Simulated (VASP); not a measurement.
Wanted: the native input for a VASP 6.6.1 run.

```yaml
Task: single point
Functional: PBE
Potentials_or_basis: VASP PAW PBE potentials, release 64 (Mg, S)
Cutoff: 520 eV
k_mesh: 8 × 8 × 8
Occupations: gaussian, width 0.05 eV
Spin: no spin polarisation
Dipole_correction: no
Further_INCAR_settings: ALGO = Normal; EDIFF = 1e-07; NBANDS = 11
```

The structure of MgS lies in POSCAR:

```
MgS
1.0
    0.0000000000      2.4715675000      2.5366087500
    2.4715675000      0.0000000000      2.5366087500
    2.4715675000      2.4715675000      0.0000000000
Mg S
1 1
Direct
    0.0000000000      0.0000000000      0.0000000000
    0.5000000000      0.5000000000      0.5000000000
```

This cell differs from its parent crystal: strain -0.050 along x and y, -0.025 along z.

The input as run:

INCAR

```
  PREC = Accurate
  ENCUT = 520
  EDIFF = 1E-7
  ISMEAR = 0
  SIGMA = 0.05
  LREAL = False
  LASPH = True
  NELM = 60
  ALGO = Normal
  ISIF = 2
  LWAVE = False
  LCHARG = False
  GGA = PE
  NBANDS = 11
```

KPOINTS

```
Automatic mesh
0
Gamma
  8 8 8
```

Potentials or basis: VASP PAW PBE potentials, release 64 (Mg, S).

Launch:

```console
$ cat potpaw_PBE.64/Mg/POTCAR potpaw_PBE.64/S/POTCAR > POTCAR
$ mpirun -np 1 vasp_std > vasp.out
```

It gave:

```
Pressure               : 14.0 GPa
Band gap on the k mesh : 2.92 eV, indirect (least direct gap 4.74 eV)
```

Caveat: the cell differs from its parent crystal (strain -0.050 along x and y, -0.025 along z).

Wall time 21 s on 1 thread of Intel Xeon 6975P-C, on a shared host, peak memory 0.17 GiB.
